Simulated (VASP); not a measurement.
# Y3W (Pm-3m) in VASP: notebook

Y3W is run at these levels: r2SCAN; tasks: single point, relaxation of cell and atoms.

Program: VASP 6.6.1. These are calculated values, not measurements. Logs are shortened: lines on timing, memory, paths and dates and some standing lists are left out, and cuts for length are marked.

## Step 1: The cell of the first run

It takes space group Pm-3m (No. 221, cubic). The conventional cell has a = 4.546 Å, b = 4.546 Å, c = 4.546 Å, α = 90.00°, β = 90.00°, γ = 90.00°. Within 4.2 Å of Y (site symmetry 4/mmm) lie 8 Y at 3.21 Å and 4 W at 3.21 Å. Within 4.2 Å of W (site symmetry m-3m) lie 12 Y at 3.21 Å.

## Step 2: Single point, r2SCAN

POSCAR

```
Y3W
1.0
    4.5464841361      0.0000000000      0.0000000000
    0.0000000000      4.5464841361      0.0000000000
    0.0000000000      0.0000000000      4.5464841361
Y W
3 1
Direct
    0.0000000000      0.5000000000      0.5000000000
    0.5000000000      0.0000000000      0.5000000000
    0.5000000000      0.5000000000      0.0000000000
    0.0000000000      0.0000000000      0.0000000000
```

INCAR.step1

```
PREC = Accurate
ENCUT = 550
ISMEAR = 0
SIGMA = 0.1
LREAL = F
LASPH = T
NELM = 120
NBANDS = 32
GGA = PE
ALGO = Normal
EDIFF = 1E-5
LWAVE = T
LCHARG = F
GGA_COMPAT = F
```

INCAR.step2

```
PREC = Accurate
ENCUT = 550
EDIFF = 1E-6
ISMEAR = 0
SIGMA = 0.1
LREAL = F
LASPH = T
NELM = 120
ALGO = Normal
ISIF = 2
LWAVE = F
LCHARG = T
METAGGA = R2SCAN
LMIXTAU = T
LELF = T
LVHAR = T
NBANDS = 32
ISTART = 1
GGA_COMPAT = F
```

KPOINTS

```
Automatic mesh
0
Gamma
  4 4 4
```

Potentials or basis: VASP PAW PBE potentials, release 64 (Y_sv, W_sv).

Run with:

```bash
cat potpaw_PBE.64/Y_sv/POTCAR potpaw_PBE.64/W_sv/POTCAR > POTCAR
cp INCAR.step1 INCAR
mpirun -np 1 vasp_std > vasp.out
cp INCAR.step2 INCAR
mpirun -np 1 vasp_std > vasp.out
```

OUTCAR:

```text
PREC = Accurate
   ENCUT = 550
   EDIFF = 1E-6
   ISMEAR = 0
   LREAL = F
   LASPH = T
   NELM = 120
   ISIF = 2
   METAGGA = R2SCAN
   ISTART = 1

 ion  position               nearest neighbor table
   1  0.000  0.500  0.500-   2 3.21   3 3.21   4 3.21   3 3.21   4 3.21   2 3.21   4 3.21   4 3.21
                             2 3.21   3 3.21   3 3.21   2 3.21
   2  0.500  0.000  0.500-   1 3.21   3 3.21   4 3.21   3 3.21   4 3.21   1 3.21   3 3.21   3 3.21
                             1 3.21   4 3.21   4 3.21   1 3.21
   3  0.500  0.500  0.000-   1 3.21   2 3.21   4 3.21   1 3.21   2 3.21   2 3.21   4 3.21   2 3.21
                             1 3.21   4 3.21   1 3.21   4 3.21
   4  0.000  0.000  0.000-   1 3.21   2 3.21   3 3.21   1 3.21   2 3.21   1 3.21   3 3.21   1 3.21
                             2 3.21   3 3.21   2 3.21   3 3.21

  LATTYP: Found a simple cubic cell.
 ALAT       =     4.5464841361

  Lattice vectors:

 A1 = (   4.5464841361,   0.0000000000,   0.0000000000)
 A2 = (   0.0000000000,   4.5464841361,   0.0000000000)
 A3 = (   0.0000000000,   0.0000000000,   4.5464841361)

Analysis of symmetry for initial positions (statically):
=====================================================================
 Subroutine PRICEL returns:
 Original cell was already a primitive cell.

 Routine SETGRP: Setting up the symmetry group for a
 simple cubic supercell.

 Subroutine GETGRP returns: Found 48 space group operations
 (whereof 48 operations were pure point group operations)
 out of a pool of 48 trial point group operations.

The static configuration has the point symmetry O_h .

Analysis of symmetry for dynamics (positions and initial velocities):
=====================================================================
 Subroutine PRICEL returns:
 Original cell was already a primitive cell.

 Routine SETGRP: Setting up the symmetry group for a
 simple cubic supercell.

 Subroutine GETGRP returns: Found 48 space group operations
 (whereof 48 operations were pure point group operations)
 out of a pool of 48 trial point group operations.

The dynamic configuration has the point symmetry O_h .

 Subroutine INISYM returns: Found 48 space group operations
 (whereof 48 operations are pure point group operations),
 and found     1 'primitive' translations

----------------------------------------------------------------------------------------

                                     Primitive cell

  volume of cell :      93.9782

  direct lattice vectors                    reciprocal lattice vectors
     4.546484136  0.000000000  0.000000000     0.219950179  0.000000000  0.000000000
     0.000000000  4.546484136  0.000000000     0.000000000  0.219950179  0.000000000
     0.000000000  0.000000000  4.546484136     0.000000000  0.000000000  0.219950179

  length of vectors
     4.546484136  4.546484136  4.546484136     0.219950179  0.219950179  0.219950179

  position of ions in fractional coordinates (direct lattice)
     0.000000000  0.500000000  0.500000000
     0.500000000  0.000000000  0.500000000
     0.500000000  0.500000000  0.000000000
     0.000000000  0.000000000  0.000000000

  ion indices of the primitive-cell ions
   primitive index   ion index
                 1           1
                 2           2
                 3           3
                 4           4

----------------------------------------------------------------------------------------

 KPOINTS: Automatic mesh

Automatic generation of k-mesh.
 Grid dimensions read from file:
 generate k-points for:    4    4    4

 Generating k-lattice:

  Cartesian coordinates                     Fractional coordinates (reciprocal lattice)
     0.054987545  0.000000000  0.000000000     0.250000000  0.000000000  0.000000000
     0.000000000  0.054987545  0.000000000     0.000000000  0.250000000  0.000000000
     0.000000000  0.000000000  0.054987545     0.000000000  0.000000000  0.250000000

  Length of vectors
     0.054987545  0.054987545  0.054987545

  Shift w.r.t. Gamma in fractional coordinates (k-lattice)
     0.000000000  0.000000000  0.000000000

 Subroutine IBZKPT returns following result:
 ===========================================

 Found     10 irreducible k-points:

 Following reciprocal coordinates:
            Coordinates               Weight
  0.000000  0.000000  0.000000      1.000000
  0.250000  0.000000  0.000000      6.000000
  0.500000  0.000000  0.000000      3.000000
  0.250000  0.250000  0.000000     12.000000
  0.500000  0.250000  0.000000     12.000000
  0.500000  0.500000  0.000000      3.000000
  0.250000  0.250000  0.250000      8.000000
  0.500000  0.250000  0.250000     12.000000
  0.500000  0.500000  0.250000      6.000000
  0.500000  0.500000  0.500000      1.000000
   k-points           NKPTS =     10   k-points in BZ     NKDIM =     10   number of bands    NBANDS=     32
   number of dos      NEDOS =    301   number of ions     NIONS =      4
   total plane-waves  NPLWV =  46656
   dimension x,y,z NGX =    36 NGY =   36 NGZ =   36
   dimension x,y,z NGXF=    72 NGYF=   72 NGZF=   72
   ions per type =               3   1
   NGX,Y,Z   is equivalent  to a cutoff of  13.16, 13.16, 13.16 a.u.
   NGXF,Y,Z  is equivalent  to a cutoff of  26.33, 26.33, 26.33 a.u.
 SYSTEM =  unknown system
   PREC   = accura    normal or accurate (medium, high low for compatibility)
   ISTART =      1    job   : 0-new  1-cont  2-samecut
   ICHARG =      0    charge: 1-file 2-atom 10-const
   ISPIN  =      1    spin polarized calculation?
   LNONCOLLINEAR =      F non collinear calculations
   LSORBIT =      F    spin-orbit coupling
   LASPH  =      T    aspherical Exc in radial PAW
   ENCUT  =  550.0 eV  40.42 Ry    6.36 a.u.   8.69  8.69  8.69*2*pi/ulx,y,z
   NELM   =    120;   NELMIN=  2; NELMDL=  0     # of ELM steps
   EDIFF  = 0.1E-05   stopping-criterion for ELM
   LREAL  =      F    real-space projection
   EDIFFG = 0.1E-04   stopping-criterion for IOM
   NSW    =      0    number of steps for IOM
   IBRION =     -1    ionic relax: 0-MD 1-quasi-New 2-CG
   NFREE  =      0    steps in history (QN), initial steepest desc. (CG)
   ISIF   =      2    stress and relaxation
   ISYM   =      2    0-nonsym 1-usesym 2-fastsym
   POTIM  = 0.5000    time-step for ionic-motion
   TEBEG  =    0.0;   TEEND  =   0.0 temperature during run
   PSTRESS=    0.0 pullay stress
   NELECT =      47.0000    total number of electrons
   NUPDOWN=      -1.0000    fix difference up-down
   EMIN   =  10.00;   EMAX   =-10.00  energy-range for DOS
   EFERMI =   0.00;   METHOD = LEGACY
   ISMEAR =     0;   SIGMA  =   0.10  broadening in eV -4-tet -1-fermi 0-gaus
   EFERMI_NEDOS =   21; number of points for ismear=-14 and -15
   IALGO  =     38    algorithm
   IMIX   =      4    mixing-type and parameters
     AMIX     =   0.40;   BMIX     =  1.00
     AMIX_MAG =   1.60;   BMIX_MAG =  1.00
  volume/ion in A,a.u.               =      23.49       158.55
  Fermi-wavevector in a.u.,A,eV,Ry     =   1.299467  2.455636 22.974979  1.688613
  Thomas-Fermi vector in A             =   2.430728
   LORBIT       =      0    0 simple, 1 ext, 2 COOP (PROOUT), +10 PAW based schemes
   METAGGA = R2SCAN    functional components
   LHFCALC =     F    Hartree Fock is set to
   AEXX    =    0.0000 exact exchange contribution
   IVDW    =     0    specifies the selected vdW correction
   LEPSILON=     F    determine dielectric tensor
   LRPA    =     F    only Hartree local field effects (RPA)
 non-spin polarized calculation
 Gauss-broadening in eV      SIGMA  =   0.10
  energy-cutoff  :      550.00
  volume of cell :       93.98
 maximum number of plane-waves:      2800
 NGX is ok and might be reduce to    36
   NGX = 17   NGY = 17   NGZ = 17

 number of electron      47.0000000 magnetization

 Free energy of the ion-electron system (eV)
  ---------------------------------------------------
  ext. energy  EPLUGINS =         0.00000000
  ---------------------------------------------------
  free energy    TOTEN  =      -109.76260584 eV

  energy without entropy =     -109.74722635  energy(sigma->0) =     -109.75491609

 E-fermi :   5.3348     XC(G=0): -11.7807

 val. band max:        5.2607586626   @ k =   0.5000   0.0000   0.0000
 cond. band min:       5.3387943470   @ k =   0.5000   0.2500   0.0000
 fundamental gap:      0.0780356844
 Fermi energy:         5.3347879964

 k-point     1 :       0.0000    0.0000    0.0000
  band No.  band energies     occupation
      1     -69.9948      2.00000
      2     -38.3829      2.00000
      3     -38.1236      2.00000
      4     -38.1236      2.00000
      5     -33.5492      2.00000
      6     -33.5492      2.00000
[... 24 lines left out ...]
     31       9.2357      0.00000
     32      11.6758      0.00000

 k-point     2 :       0.2500    0.0000    0.0000
  band No.  band energies     occupation
      1     -69.9947      2.00000
      2     -38.3511      2.00000
      3     -38.1572      2.00000
      4     -38.1231      2.00000
      5     -33.5488      2.00000
      6     -33.5488      2.00000
[... 24 lines left out ...]
     31       9.3570      0.00000
     32       9.9471      0.00000

 k-point     3 :       0.5000    0.0000    0.0000
  band No.  band energies     occupation
      1     -69.9947      2.00000
      2     -38.2996      2.00000
      3     -38.2104      2.00000
      4     -38.1225      2.00000
      5     -33.5485      2.00000
      6     -33.5485      2.00000
[... 24 lines left out ...]
     31       8.2466      0.00000
     32       9.3893      0.00000

 k-point     4 :       0.2500    0.2500    0.0000
  band No.  band energies     occupation
      1     -69.9947      2.00000
      2     -38.3222      2.00000
      3     -38.1673      2.00000
      4     -38.1419      2.00000
      5     -33.5493      2.00000
      6     -33.5485      2.00000
[... 24 lines left out ...]
     31       9.4143      0.00000
     32       9.5611      0.00000

 k-point     5 :       0.5000    0.2500    0.0000
  band No.  band energies     occupation
      1     -69.9947      2.00000
      2     -38.2731      2.00000
      3     -38.2104      2.00000
      4     -38.1479      2.00000
      5     -33.5490      2.00000
      6     -33.5482      2.00000
[... 24 lines left out ...]
     31       8.9187      0.00000
     32       8.9582      0.00000

 k-point     6 :       0.5000    0.5000    0.0000
  band No.  band energies     occupation
      1     -69.9947      2.00000
      2     -38.2104      2.00000
      3     -38.2104      2.00000
      4     -38.2095      2.00000
      5     -33.5494      2.00000
      6     -33.5494      2.00000
[... 24 lines left out ...]
     31       8.6781      0.00000
     32       8.7500      0.00000

 k-point     7 :       0.2500    0.2500    0.2500
  band No.  band energies     occupation
      1     -69.9947      2.00000
      2     -38.2976      2.00000
      3     -38.1663      2.00000
      4     -38.1663      2.00000
      5     -33.5499      2.00000
      6     -33.5499      2.00000
[... 24 lines left out ...]
     31       8.0150      0.00000
     32       9.4708      0.00000

 k-point     8 :       0.5000    0.2500    0.2500
  band No.  band energies     occupation
      1     -69.9947      2.00000
      2     -38.2540      2.00000
      3     -38.2097      2.00000
      4     -38.1654      2.00000
      5     -33.5506      2.00000
      6     -33.5495      2.00000
[... 24 lines left out ...]
     31       7.7129      0.00000
     32       8.7735      0.00000

 k-point     9 :       0.5000    0.5000    0.2500
  band No.  band energies     occupation
      1     -69.9947      2.00000
      2     -38.2090      2.00000
      3     -38.2090      2.00000
      4     -38.2086      2.00000
      5     -33.5510      2.00000
      6     -33.5510      2.00000
[... 24 lines left out ...]
     31       7.5625      0.00000
     32       8.0326      0.00000

 k-point    10 :       0.5000    0.5000    0.5000
  band No.  band energies     occupation
      1     -69.9947      2.00000
      2     -38.2077      2.00000
      3     -38.2077      2.00000
      4     -38.2077      2.00000
      5     -33.5526      2.00000
      6     -33.5526      2.00000
[... 24 lines left out ...]
     31       7.5422      0.00000
     32       7.5422      0.00000

------------------------ aborting loop because EDIFF is reached ----------------------------------------

  FORCE on cell =-STRESS in cart. coord.  units (eV):
  Direction    XX          YY          ZZ          XY          YZ          ZX
  --------------------------------------------------------------------------------------
  -------------------------------------------------------------------------------------
  Total        4.4701407      4.4701407      4.4701407      0.0000000     -0.0000000      0.0000000
  in kB       76.2087322     76.2087322     76.2087322      0.0000000     -0.0000000      0.0000000
  external PRESSURE =      76.2087322 kB  Pullay stress =       0.0000000 kB

 VOLUME and BASIS-vectors are now :
 -----------------------------------------------------------------------------
  energy-cutoff  :      550.00
  volume of cell :       93.98
      direct lattice vectors                 reciprocal lattice vectors
     4.546484136  0.000000000  0.000000000     0.219950179  0.000000000  0.000000000
     0.000000000  4.546484136  0.000000000     0.000000000  0.219950179  0.000000000
     0.000000000  0.000000000  4.546484136     0.000000000  0.000000000  0.219950179

 POSITION                                       TOTAL-FORCE (eV/Angst)
 -----------------------------------------------------------------------------------
      0.00000      2.27324      2.27324         0.000000      0.000000      0.000000
      2.27324      0.00000      2.27324         0.000000      0.000000      0.000000
      2.27324      2.27324      0.00000         0.000000      0.000000      0.000000
      0.00000      0.00000      0.00000         0.000000      0.000000      0.000000
 -----------------------------------------------------------------------------------
    total drift:                                0.000000      0.000000      0.000000

  FREE ENERGIE OF THE ION-ELECTRON SYSTEM (eV)
  ---------------------------------------------------
  free  energy   TOTEN  =      -109.7626058401 eV

  energy  without entropy=     -109.7472263459  energy(sigma->0) =     -109.75491609
```

Run time: 3 min. Hardware: 1 thread of Oxide Virtual Turin-like, shared host; peak memory 0.2 GiB.

Results:

- Free energy: -109.7626 eV
- Pressure: 7.6 GPa
- Band gap on the k mesh: zero (an odd number of electrons rules out a gap without spin polarisation)

Levels at points of the mesh, in eV from the Fermi level:
| k point | band 19 | band 20 | band 21 | band 22 | band 23 | band 24 | band 25 | band 26 | band 27 | band 28 |
| --- | --- | --- | --- | --- | --- | --- | --- | --- | --- | --- |
| (0.00, 0.00, 0.00) | -2.92 | -2.92 | -2.17 | -2.17 | -2.17 | 1.49 | 1.49 | 1.49 | 3.25 | 3.25 |
| (0.50, 0.00, 0.00) | -1.77 | -1.66 | -1.30 | -0.60 | -0.60 | -0.07 | 0.08 | 0.08 | 0.41 | 2.46 |
| (0.50, 0.50, 0.00) | -1.57 | -1.57 | -0.65 | -0.65 | -0.64 | -0.23 | -0.21 | 0.56 | 0.61 | 0.61 |
| (0.50, 0.50, 0.50) | -2.75 | -2.75 | 0.28 | 0.28 | 1.01 | 1.01 | 1.01 | 1.12 | 1.12 | 1.12 |

Caveat: the cell stands under pressure; the PAW data sets were made with another functional, which shifts forces and pressure a little; spin-orbit coupling is left out, which moves the levels of the heavy elements.

[end of part 1 of 3]

The gap in the log of VASP goes by the Fermi energy; the results here count the filled bands.